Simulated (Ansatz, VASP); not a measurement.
# Two plane-wave programs on ZrN

```
N Zr
1.0
     3.21888    0.00000    0.00000
    -1.60944    2.78763    0.00000
     0.00000    0.00000   26.82692
N Zr
5 5
Direct
  0.33333 0.66667 0.27957
  0.00000 0.00000 0.37754
  0.66667 0.33333 0.47551
  0.33333 0.66667 0.57348
  0.00000 0.00000 0.67145
  0.66667 0.33333 0.32855
  0.33333 0.66667 0.42652
  0.00000 0.00000 0.52449
  0.66667 0.33333 0.62246
  0.33333 0.66667 0.72043
```

Alike in both runs: task single point; functional PBEsol; k mesh 12 × 12 × 1; occupations gaussian, width 0.1 eV; no spin polarisation.

```csv
,VASP,Ansatz
version,VASP 6.6.1,Ansatz 0.2.0
potentials or method,"VASP PAW PBE potentials, release 64 (N, Zr_sv), cutoff 520 eV","scalar-relativistic, plane waves, PAW"
valence electrons in the cell,85,85
```

```tsv
	VASP	Ansatz	Ansatz less VASP
gap on the k mesh at the Fermi level (eV)	none	none	-
rms of the force components (eV/Å)	1.502	1.505	+0.0030
work function, face that differs most (eV)	4.48	4.48	+0.003
```

VASP's potentials were made for PBE, not for PBEsol. A gap of «none» marks a metal or a gap that the smearing closes. The functional is the same, so the differences come from potentials, cutoffs and numerics. Ansatz's warnings: xc potential rough in thin density.
